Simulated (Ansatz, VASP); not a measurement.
## SiC: VASP beside Ansatz

```
CELL_PARAMETERS angstrom
0.01452 2.19257 2.19257
2.19257 0.01452 2.19257
2.19257 2.19257 0.01452
ATOMIC_POSITIONS crystal
Si 0.00027 0.00027 0.00027
C 0.24973 0.24973 0.24973
```

Change from the starting cell: shear_111 strain +1.0%.

Alike in both runs: task single point; functional PBE; k mesh 10 × 10 × 10; occupations fermi-dirac, width 0.02 eV; no spin polarisation.

```csv
,VASP,Ansatz
version,VASP 6.6.1,Ansatz 0.2.0
potentials or method,"VASP PAW PBE potentials, release 64 (Si, C)","plane waves, PAW"
plane-wave cutoff (eV),520,420
valence electrons in the cell,8,8
```

```tsv
	VASP	Ansatz	Ansatz less VASP
gap on the k mesh at the Fermi level (eV)	1.33	1.33	+0.003
pressure (GPa)	1.3	1.4	+0.05
traceless stress, the component that is largest in VASP (GPa)	-1.64	-1.63	+0.009
rms of the force components (eV/Å)	0.006	0.006	+0.0001
```

Atom by atom the forces differ by 0.000 eV/Å (rms over components).
